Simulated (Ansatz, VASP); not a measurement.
**One calculation of Rb, two programs**

Contents of POSCAR:

```
Rb
1.0
   -2.7950000000      2.7950000000      2.7950000000
    2.7950000000     -2.7950000000      2.7950000000
    2.7950000000      2.7950000000     -2.7950000000
Rb
1
Direct
    0.0000000000      0.0000000000      0.0000000000
```

Contents of INCAR.step1:

```
SYSTEM = Rb
PREC = Accurate
ENCUT = 520
EDIFF = 1E-5
ISMEAR = 0
SIGMA = 0.05
LREAL = .FALSE.
LASPH = .TRUE.
NELM = 80
ALGO = Normal
ISIF = 2
LWAVE = .TRUE.
NBANDS = 10
GGA = PE
```

File INCAR.step2:

```
SYSTEM = Rb
PREC = Accurate
ENCUT = 520
EDIFF = 1E-7
ISMEAR = 0
SIGMA = 0.05
LREAL = .FALSE.
LASPH = .TRUE.
NELM = 80
ALGO = Normal
ISIF = 2
LWAVE = .FALSE.
LCHARG = .TRUE.
GGA = PE
LHFCALC = .TRUE.
HFSCREEN = 0.2079
PRECFOCK = Normal
LELF = .TRUE.
LVHAR = .TRUE.
NBANDS = 10
ISTART = 1
```

Contents of KPOINTS:

```
Automatic mesh
0
G
  6 6 6
  0 0 0
```

Input for Ansatz:

```yaml
crystal:
  lattice:
    - [-2.795, 2.795, 2.795]
    - [2.795, -2.795, 2.795]
    - [2.795, 2.795, -2.795]
  atoms:
    - { symbol: Rb, position: [0.0, 0.0, 0.0] }
basis:
  ecutwfc: 420
  ecutrho_ratio: 4
kpoints:
  mp_grid: { grid: [6, 6, 6] }
hamiltonian:
  xc: hse06
scf:
  occupations: { method: gaussian, width: 0.05 }
output:
  forces: true
  stress: true
  eigenvalues: true
```

Alike in both runs: task single point; functional HSE06; k mesh 6 × 6 × 6; occupations gaussian, width 0.05 eV; no spin polarisation.

```csv
,VASP,Ansatz
version,VASP 6.6.1,Ansatz 0.2.0
potentials or method,"VASP PAW PBE potentials, release 64 (Rb_sv), cutoff 520 eV","scalar-relativistic, plane waves, PAW"
valence electrons in the cell,9,9
```

```csv
,VASP,Ansatz,Ansatz less VASP
pressure (GPa),0.2,0.2,0.00
```

The functional is the same, so the differences come from potentials, cutoffs and numerics. Ansatz's warnings: filled band counts differ across k points, stress exchange threshold loose, stress scf threshold loose.
